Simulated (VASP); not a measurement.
The system is Ge4Pd.

```
CELL_PARAMETERS angstrom
4.02219 0.00000 0.00000
0.00000 4.02219 0.00000
0.00000 0.00000 6.07343
ATOMIC_POSITIONS crystal
Ge 0.00000 0.50000 0.71870
Ge 0.50000 0.00000 0.71870
Ge 0.00000 0.50000 0.28130
Ge 0.50000 0.00000 0.28130
Pd 0.00000 0.00000 0.00000
```

The cell was built from a structure type or drawn by symmetry, and may not be a known phase.

```yaml
Program: VASP 6.6.1
Task: relaxation of cell and atoms
Functional: PBE
Potentials_or_basis: VASP PAW PBE potentials, release 64 (Ge_d, Pd)
Cutoff: 600 eV
k_mesh: 10 × 10 × 6
Occupations: gaussian, width 0.1 eV
Spin: no spin polarisation
```

At the start: pressure -0.6 GPa; volume 19.65 Å³/atom.

Q: How do energy, volume and symmetry change on relaxing?

A: Over 10 steps the energy falls by 7.4 meV/atom and the volume is 19.60 Å³/atom (-0.3 %); space group P4/mmm (No. 123, to 0.1 Å) before and after.

Step by step:
```tsv
step	energy change (eV)	largest force (eV/Å)	pressure (GPa)	volume (Å³)
1	0.0000	0.0994	-0.59	98.26
2	-0.0260	0.0013	0.33	97.22
3	-0.0290	0.0669	0.81	96.73
4	-0.0338	0.1163	-0.13	97.95
5	-0.0338	0.1161	-0.12	97.94
6	-0.0360	0.0549	-0.12	98.03
7	-0.0368	0.0023	-0.11	98.12
8	-0.0368	0.0046	-0.10	98.13
9	-0.0369	0.0037	0.10	97.90
10	-0.0369	0.0039	0.05	97.99
```

Final structure:
```xyz
5
Lattice="4.0827 0.0000 0.0000 0.0000 4.0827 0.0000 0.0000 0.0000 5.8785" Properties=species:S:1:pos:R:3 pbc="T T T"
Ge    0.0000    2.0414    4.2338
Ge    2.0414    0.0000    4.2338
Ge    0.0000    2.0414    1.6448
Ge    2.0414    0.0000    1.6448
Pd    0.0000    0.0000    0.0000
```
